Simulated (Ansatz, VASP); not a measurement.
## Two plane-wave programs on CoSn

File INCAR:

```
  PREC = Accurate
  ENCUT = 520
  EDIFF = 1E-7
  ISMEAR = 0
  SIGMA = 0.1
  LREAL = F
  LASPH = T
  NELM = 80
  ALGO = Fast
  ISIF = 2
  LWAVE = F
  LCHARG = F
  GGA = PS
  NBANDS = 44
```

Contents of KPOINTS:

```
regular mesh
0
Gamma
  12 12 8
```

The input POSCAR:

```
CoSn
1.0
    5.2197158217      0.0000000000      0.0000000000
   -2.6098579108      4.5204065021      0.0000000000
    0.0000000000      0.0000000000      4.3352107598
Co Sn
3 3
Direct
    0.0000000000      0.5000000000      0.0000000000
    0.5000000000      0.5000000000      0.0000000000
    0.5000000000      0.0000000000      0.0000000000
    0.6666666667      0.3333333333      0.5000000000
    0.3333333333      0.6666666667      0.5000000000
    0.0000000000      0.0000000000      0.0000000000
```

Input for Ansatz:

```yaml
crystal:
  lattice:
    - [5.2197158217, 0.0, 0.0]
    - [-2.6098579108, 4.5204065021, 0.0]
    - [0.0, 0.0, 4.3352107598]
  atoms:
    - { symbol: Co, position: [0.0, 0.5, 0.0] }
    - { symbol: Co, position: [0.5, 0.5, 0.0] }
    - { symbol: Co, position: [0.5, 0.0, 0.0] }
    - { symbol: Sn, position: [0.6666666667, 0.3333333333, 0.5] }
    - { symbol: Sn, position: [0.3333333333, 0.6666666667, 0.5] }
    - { symbol: Sn, position: [0.0, 0.0, 0.0] }
basis:
  ecutwfc: 420
kpoints:
  mp_grid: { grid: [12, 12, 8] }
hamiltonian:
  xc: pbesol
scf:
  occupations: { method: gaussian, width: 0.1 }
output:
  forces: true
  stress: true
  eigenvalues: true
```

Change from the starting cell: strain along c alone, the other axes held, atoms relaxed: +4.0 %.

Alike in both runs: task single point; functional PBEsol; k mesh 12 × 12 × 8; occupations gaussian, width 0.1 eV; no spin polarisation.

```csv
,VASP,Ansatz
version,VASP 6.6.1,Ansatz 0.2.0
potentials or method,"VASP PAW PBE potentials, release 64 (Co, Sn_d), cutoff 520 eV","scalar-relativistic, plane waves, PAW"
valence electrons in the cell,69,93
```

|  | VASP | Ansatz | Ansatz less VASP |
| --- | --- | --- | --- |
| gap on the k mesh at the Fermi level (eV) | none | none | - |
| pressure (GPa) | -5.0 | -5.0 | +0.04 |
| traceless stress, the component that is largest in VASP (GPa) | -4.92 | -4.88 | +0.037 |

VASP's potentials were made for PBE, not for PBEsol. A gap of «none» marks a metal or a gap that the smearing closes. VASP's potentials hold 69 valence electrons a cell and Ansatz's 93, so a difference there can come from the potentials and not from the codes.
